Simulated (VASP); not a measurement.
# Ga (Im-3m) in VASP: further runs

Ga is run at these levels: PBEsol; tasks: single point.

Everything below comes from runs of VASP 6.6.1. Logs are shortened: lines on timing, memory, paths and dates and some standing lists are left out, and cuts for length are marked.

### Step 1. The cell of the first run

It takes space group Im-3m (No. 229, cubic). Conventional cell: a = 3.302 Å, b = 3.302 Å, c = 3.302 Å, α = 90.00°, β = 90.00°, γ = 90.00°. Within 3.8 Å of Ga (site symmetry m-3m) lie 14 Ga at 2.86 to 3.30 Å.

### Step 2. Single point, PBEsol

Contents of INCAR:

```
PREC     = Accurate       # precision mode
ENCUT    = 520            # plane-wave cutoff, eV
EDIFF    = 1E-6           # SCF threshold, eV
ISMEAR   = -1             # smearing method
SIGMA    = 0.1            # smearing width, eV
LREAL    = F              # projectors in reciprocal space
LASPH    = T              # aspherical terms in the spheres
NELM     = 60             # most SCF steps
ALGO     = Normal         # electronic algorithm
ISIF     = 2              # what is computed and relaxed
LWAVE    = F              # write WAVECAR
LCHARG   = F              # write CHGCAR
GGA      = PS             # functional
NBANDS   = 12             # bands
```

Contents of KPOINTS:

```
Automatic mesh
0
Gamma
  16 16 16
```

Contents of POSCAR:

```
Ga
1.0
   -1.6508176272      1.6508176272      1.6508176272
    1.6508176272     -1.6508176272      1.6508176272
    1.6508176272      1.6508176272     -1.6508176272
Ga
1
Direct
    0.0000000000      0.0000000000      0.0000000000
```

Potentials or basis: VASP PAW PBE potentials, release 64 (Ga_d).

The run is started by

```console
$ cat potpaw_PBE.64/Ga_d/POTCAR > POTCAR
$ mpirun -np 1 vasp_std > vasp.out
```

OUTCAR:

```text
PREC = Accurate
   ENCUT = 520
   EDIFF = 1E-6
   ISMEAR = -1
   LREAL = F
   LASPH = T
   NELM = 60
   ISIF = 2
   GGA = PS

 ion  position               nearest neighbor table
   1  0.000  0.000  0.000-

  LATTYP: Found a body centered cubic cell.
 ALAT       =     3.3016352544

  Lattice vectors:

 A1 = (  -1.6508176272,   1.6508176272,   1.6508176272)
 A2 = (   1.6508176272,  -1.6508176272,   1.6508176272)
 A3 = (   1.6508176272,   1.6508176272,  -1.6508176272)

Analysis of symmetry for initial positions (statically):
=====================================================================
 Subroutine PRICEL returns:
 Original cell was already a primitive cell.

 Routine SETGRP: Setting up the symmetry group for a
 body centered cubic supercell.

 Subroutine GETGRP returns: Found 48 space group operations
 (whereof 48 operations were pure point group operations)
 out of a pool of 48 trial point group operations.

The static configuration has the point symmetry O_h .

Analysis of symmetry for dynamics (positions and initial velocities):
=====================================================================
 Subroutine PRICEL returns:
 Original cell was already a primitive cell.

 Routine SETGRP: Setting up the symmetry group for a
 body centered cubic supercell.

 Subroutine GETGRP returns: Found 48 space group operations
 (whereof 48 operations were pure point group operations)
 out of a pool of 48 trial point group operations.

The dynamic configuration has the point symmetry O_h .

 Subroutine INISYM returns: Found 48 space group operations
 (whereof 48 operations are pure point group operations),
 and found     1 'primitive' translations

----------------------------------------------------------------------------------------

                                     Primitive cell

  volume of cell :      17.9952

  direct lattice vectors                    reciprocal lattice vectors
    -1.650817627  1.650817627  1.650817627     0.000000000  0.302880216  0.302880216
     1.650817627 -1.650817627  1.650817627     0.302880216  0.000000000  0.302880216
     1.650817627  1.650817627 -1.650817627     0.302880216  0.302880216  0.000000000

  length of vectors
     2.859300004  2.859300004  2.859300004     0.428337310  0.428337310  0.428337310

  position of ions in fractional coordinates (direct lattice)
     0.000000000  0.000000000  0.000000000

  ion indices of the primitive-cell ions
   primitive index   ion index
                 1           1

[... 72 lines left out ...]
   LREAL  =      F    real-space projection
   EDIFFG = 0.1E-04   stopping-criterion for IOM
   NSW    =      0    number of steps for IOM
   IBRION =     -1    ionic relax: 0-MD 1-quasi-New 2-CG
   NFREE  =      0    steps in history (QN), initial steepest desc. (CG)
   ISIF   =      2    stress and relaxation
   ISYM   =      2    0-nonsym 1-usesym 2-fastsym
   POTIM  = 0.5000    time-step for ionic-motion
   TEBEG  =    0.0;   TEEND  =   0.0 temperature during run
   PSTRESS=    0.0 pullay stress
   NELECT =      13.0000    total number of electrons
   NUPDOWN=      -1.0000    fix difference up-down
   EMIN   =  10.00;   EMAX   =-10.00  energy-range for DOS
   EFERMI =   0.00;   METHOD = LEGACY
   ISMEAR =    -1;   SIGMA  =   0.10  broadening in eV -4-tet -1-fermi 0-gaus
   EFERMI_NEDOS =   21; number of points for ismear=-14 and -15
   IALGO  =     38    algorithm
   IMIX   =      4    mixing-type and parameters
     AMIX     =   0.40;   BMIX     =  1.00
     AMIX_MAG =   1.60;   BMIX_MAG =  1.00
  volume/ion in A,a.u.               =      18.00       121.44
  Fermi-wavevector in a.u.,A,eV,Ry     =   1.468938  2.775891 29.358371  2.157779
  Thomas-Fermi vector in A             =   2.584376
   LORBIT       =      0    0 simple, 1 ext, 2 COOP (PROOUT), +10 PAW based schemes
   GGA     = PS    functional components
   LHFCALC =     F    Hartree Fock is set to
   AEXX    =    0.0000 exact exchange contribution
   IVDW    =     0    specifies the selected vdW correction
   LEPSILON=     F    determine dielectric tensor
   LRPA    =     F    only Hartree local field effects (RPA)
 non-spin polarized calculation
  energy-cutoff  :      520.00
  volume of cell :       18.00
 maximum number of plane-waves:       496
 NGX is ok and might be reduce to    24
   NGX = 11   NGY = 11   NGZ = 11

 number of electron      13.0000009 magnetization

 Free energy of the ion-electron system (eV)
  ---------------------------------------------------
  ext. energy  EPLUGINS =         0.00000000
  ---------------------------------------------------
  free energy    TOTEN  =        -3.31561684 eV

  energy without entropy =       -3.29947325  energy(sigma->0) =       -3.30754504

 E-fermi :   5.8565     XC(G=0): -11.3920

 val. band max:        5.8422980073   @ k =   0.5000   0.5000   0.3750
 cond. band min:       5.8668310541   @ k =   0.2500   0.2500   0.1875
 fundamental gap:      0.0245330468
 Fermi energy:         5.8565075031

 k-point     1 :       0.0000    0.0000    0.0000
  band No.  band energies     occupation
      1      -9.0589      2.00000
      2      -9.0589      2.00000
      3      -9.0589      2.00000
      4      -8.8474      2.00000
      5      -8.8474      2.00000
      6      -5.5649      2.00000
      7      18.9920      0.00000
      8      18.9920      0.00000
      9      18.9920      0.00000
     10      23.5127      0.00000
     11      23.5127      0.00000
     12      23.5128      0.00000
[... 331 lines left out ...]
 k-point    24 :       0.2500    0.1875    0.0000
  band No.  band energies     occupation
      1      -9.1204      2.00000
      2      -9.0505      2.00000
      3      -8.8807      2.00000
      4      -8.8739      2.00000
      5      -8.8051      2.00000
      6      -1.4217      2.00000
      7       7.3127      0.00000
      8       9.3589      0.00000
      9      14.2040      0.00000
     10      20.3759      0.00000
     11      21.8470      0.00000
     12      25.3964      0.00000

 [... further k-points ...]
[... 5 lines left out ...]
  --------------------------------------------------------------------------------------
  -------------------------------------------------------------------------------------
  Total        0.0040642      0.0040642      0.0040642     -0.0000000      0.0000000      0.0000000
  in kB        0.3618491      0.3618491      0.3618491     -0.0000000      0.0000000      0.0000000
  external PRESSURE =       0.3618491 kB  Pullay stress =       0.0000000 kB

 VOLUME and BASIS-vectors are now :
 -----------------------------------------------------------------------------
  energy-cutoff  :      520.00
  volume of cell :       18.00
      direct lattice vectors                 reciprocal lattice vectors
    -1.650817627  1.650817627  1.650817627     0.000000000  0.302880216  0.302880216
     1.650817627 -1.650817627  1.650817627     0.302880216  0.000000000  0.302880216
     1.650817627  1.650817627 -1.650817627     0.302880216  0.302880216  0.000000000

 POSITION                                       TOTAL-FORCE (eV/Angst)
 -----------------------------------------------------------------------------------
      0.00000      0.00000      0.00000         0.000000      0.000000      0.000000
 -----------------------------------------------------------------------------------
    total drift:                               -0.000000      0.000000      0.000000

  FREE ENERGIE OF THE ION-ELECTRON SYSTEM (eV)
  ---------------------------------------------------
  free  energy   TOTEN  =        -3.3156168405 eV

  energy  without entropy=       -3.2994732492  energy(sigma->0) =       -3.30754504
```

OSZICAR:

```text
N       E                     dE             d eps       ncg     rms          rms(c)
DAV:   1     0.409232808226E+02    0.40923E+02   -0.65988E+03  3824   0.189E+03
DAV:   2    -0.136013784641E+01   -0.42283E+02   -0.40679E+02  3688   0.254E+02
DAV:   3    -0.334348940363E+01   -0.19834E+01   -0.19793E+01  4032   0.443E+01
DAV:   4    -0.335969780439E+01   -0.16208E-01   -0.16207E-01  4072   0.419E+00
DAV:   5    -0.335987824933E+01   -0.18044E-03   -0.18044E-03  4084   0.430E-01    0.941E-01
DAV:   6    -0.332380720891E+01    0.36071E-01   -0.59910E-02  4192   0.509E+00    0.429E-01
DAV:   7    -0.331659473027E+01    0.72125E-02   -0.86776E-03  4816   0.161E+00    0.127E-01
DAV:   8    -0.331561645846E+01    0.97827E-03   -0.74895E-04  4596   0.476E-01    0.654E-03
DAV:   9    -0.331561684049E+01   -0.38203E-06   -0.60583E-06  4400   0.405E-02
   1 F= -.33156168E+01 E0= -.33075450E+01  d E =-.161436E-01
```

stdout:

```text
POSCAR found type information on POSCAR Ga
 POSCAR found :  1 types and       1 ions
 scaLAPACK will be used
 -----------------------------------------------------------------------------
|                                                                             |
|                                                                             |
|     You enforced a specific xc type in the INCAR file but a different       |
|     I HOPE YOU KNOW WHAT YOU ARE DOING!                                     |
|                                                                             |
 -----------------------------------------------------------------------------

 LDA part: xc-table for (Slater+PW92), standard interpolation
 POSCAR, INCAR and KPOINTS ok, starting setup
 FFT: planning ... GRIDC
 FFT: planning ... GRID_SOFT
 FFT: planning ... GRID
 WAVECAR not read
 entering main loop
```

Run time: 6.7 s. Hardware: 1 thread of Intel Xeon 6975P-C (Granite Rapids), shared host; peak memory 0.15 GiB.

What came out:

* Free energy: -3.3156 eV
* Pressure: 0.0 GPa

Caveat: the PAW data sets were made with another functional, which shifts forces and pressure a little.

### Step 3. Single point, PBEsol (volume scaled by 1.002, to set the pressure)

Contents of INCAR:

```
SYSTEM = Ga
PREC = Accurate
ENCUT = 520
EDIFF = 1E-7
ISMEAR = -1
SIGMA = 0.1
LREAL = .False.
LASPH = .True.
NELM = 80
ALGO = Normal
ISIF = 2
LWAVE = .False.
LCHARG = .False.
GGA = PS
NBANDS = 12
```

Contents of KPOINTS:

```
regular mesh
0
Gamma
  16 16 16
  0 0 0
```

Contents of POSCAR:

```
Ga
1.0
   -1.6519174394      1.6519174394      1.6519174394
    1.6519174394     -1.6519174394      1.6519174394
    1.6519174394      1.6519174394     -1.6519174394
Ga
1
Direct
    0.0000000000      0.0000000000      0.0000000000
```

Potentials or basis: VASP PAW PBE potentials, release 64 (Ga_d).

The run is started by

```console
$ cat potpaw_PBE.64/Ga_d/POTCAR > POTCAR
$ mpirun -np 1 vasp_std > vasp.out
```

It took 7.7 s on 1 thread of Intel Xeon 6975P-C (Granite Rapids), shared host; peak memory 0.15 GiB.

It converged, with:

- Free energy: -3.3156 eV
- Pressure: -0.1 GPa

Levels at points of the mesh, in eV from the Fermi level:
```csv
k point,band 4,band 5,band 6,band 7,band 8,band 9
"(0.00, 0.00, 0.00)",-14.70,-14.70,-11.41,13.11,13.11,13.11
"(0.50, 0.00, 0.00)",-14.70,-14.57,-4.51,-3.96,7.27,9.30
"(0.50, 0.50, 0.50)",-14.60,-14.60,1.62,1.62,1.62,1.83
```

Caveat: the cell differs from its parent crystal (volume scaled by 1.002, to set the pressure); the PAW data sets were made with another functional, which shifts forces and pressure a little.

### Step 4. Single point, PBEsol

This run uses another cell than the first one, of 18.04 Å³/atom, 1.003 times its volume.

Contents of INCAR:

```
SYSTEM = Ga
ALGO = Normal
EDIFF = 1E-6
ENCUT = 520
GGA = PS
ISIF = 2
ISMEAR = -1
LASPH = .TRUE.
LCHARG = .TRUE.
LELF = .TRUE.
LREAL = .FALSE.
LVHAR = .TRUE.
LWAVE = .FALSE.
NBANDS = 12
NELM = 100
PREC = Accurate
SIGMA = 0.1
```

Contents of KPOINTS:

```
k-points
0
G
  16 16 16
  0 0 0
```

Contents of POSCAR:

```
Ga
1.0
   -1.6523146335      1.6523146335      1.6523146335
    1.6523146335     -1.6523146335      1.6523146335
    1.6523146335      1.6523146335     -1.6523146335
Ga
1
Direct
    0.0000000000      0.0000000000      0.0000000000
```

The run is started by

```console
$ cat potpaw_PBE.64/Ga_d/POTCAR > POTCAR
$ mpirun -np 1 vasp_std > vasp.out
```

Run time: 6.9 s. Hardware: 1 thread of Intel Xeon 6975P-C (Granite Rapids), shared host; peak memory 0.15 GiB.

The run converged. Its results:

```
Free energy : -3.3156 eV
Pressure    : -0.1 GPa
```

Levels at points of the mesh, in eV from the Fermi level:
| k point | band 3 | band 4 | band 5 | band 6 | band 7 | band 8 | band 9 | band 10 |
| --- | --- | --- | --- | --- | --- | --- | --- | --- |
| (0.00, 0.00, 0.00) | -14.91 | -14.70 | -14.70 | -11.40 | 13.10 | 13.10 | 13.10 | 17.63 |
| (0.50, 0.00, 0.00) | -14.71 | -14.70 | -14.57 | -4.51 | -3.95 | 7.26 | 9.29 | 11.69 |
| (0.50, 0.50, 0.50) | -14.60 | -14.60 | -14.60 | 1.62 | 1.62 | 1.62 | 1.82 | 5.81 |

Caveat: the PAW data sets were made with another functional, which shifts forces and pressure a little.

### Step 5. Summary

```csv
cell,gap on the mesh (eV),pressure (GPa)
"a = 2.859 Å, angles 109.5°, 1 atom",none,0.0
"a = 2.861 Å, angles 109.5°, 1 atom",none,-0.1
"a = 2.862 Å, angles 109.5°, 1 atom",none,-0.1
```

Alike in all rows: task single point; level PBEsol; potentials or basis VASP PAW PBE potentials, release 64 (Ga_d); no spin polarisation; k mesh 16 × 16 × 16; cutoff (eV) 520; smearing fermi-dirac 0.1 eV.

Caveats: the PAW data sets were made with another functional, which shifts forces and pressure a little.

Absolute energies hang on the potentials; compare differences alone.
